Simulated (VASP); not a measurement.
Write the native input for VASP 6.6.1 that does the following.

* Task: single point
* Functional: PBE
* Dispersion: D3(BJ)
* Potentials or basis: VASP PAW PBE potentials, release 64 (Al, O)
* Cutoff: 520 eV
* k mesh: 9 × 9 × 4
* Occupations: gaussian, width 0.05 eV
* Spin: no spin polarisation
* Dipole correction: no
* Further INCAR settings: ALGO = Normal; EDIFF = 1e-06; NBANDS = 20

The structure of Al2O3 lies in POSCAR:

```
Al2O3
1.0
    2.9416895826      0.0000000000      0.0000000000
   -1.4708447913      2.5475779086      0.0000000000
    0.0000000000      0.0000000000      7.4858055969
Al O
2 3
Direct
    0.0000000000      0.0000000000      0.1907358529
    0.0000000000      0.0000000000      0.8092641471
    0.3333333333      0.6666666667      0.2772396691
    0.6666666667      0.3333333333      0.0000000000
    0.3333333333      0.6666666667      0.7227603309
```

These files were run (other wordings do the same):

INCAR

```
SYSTEM = Al2O3
ALGO     = Normal         ! electronic algorithm
EDIFF    = 1E-6           ! SCF threshold, eV
ENCUT    = 520            ! plane-wave cutoff, eV
GGA      = PE             ! functional
ISIF     = 2              ! what is computed and relaxed
ISMEAR   = 0              ! smearing method
IVDW     = 12             ! dispersion correction
LASPH    = .TRUE.         ! aspherical terms in the spheres
LCHARG   = .FALSE.        ! write CHGCAR
LREAL    = .FALSE.        ! projectors in reciprocal space
LWAVE    = .FALSE.        ! write WAVECAR
NBANDS   = 20             ! bands
NELM     = 60             ! most SCF steps
PREC     = Accurate       ! precision mode
SIGMA    = 0.05           ! smearing width, eV
```

KPOINTS

```
k-points
0
G
  9 9 4
  0 0 0
```

Potentials or basis: VASP PAW PBE potentials, release 64 (Al, O).

The run is started by

```console
$ cat potpaw_PBE.64/Al/POTCAR potpaw_PBE.64/O/POTCAR > POTCAR
$ mpirun -np 1 vasp_std > vasp.out
```

Results of the run:

The pressure is -9.4 GPa, the largest force is 0.498 eV/Å and the band gap on the k mesh is 4.06 eV, indirect (least direct gap 4.19 eV). The dispersion energy per atom is -0.180 eV.

Run time: 44 s on 1 thread of Intel(R) Xeon(R) Platinum 8375C CPU @ 2.90GHz (Ice Lake), on a shared host, peak memory 0.2 GiB.
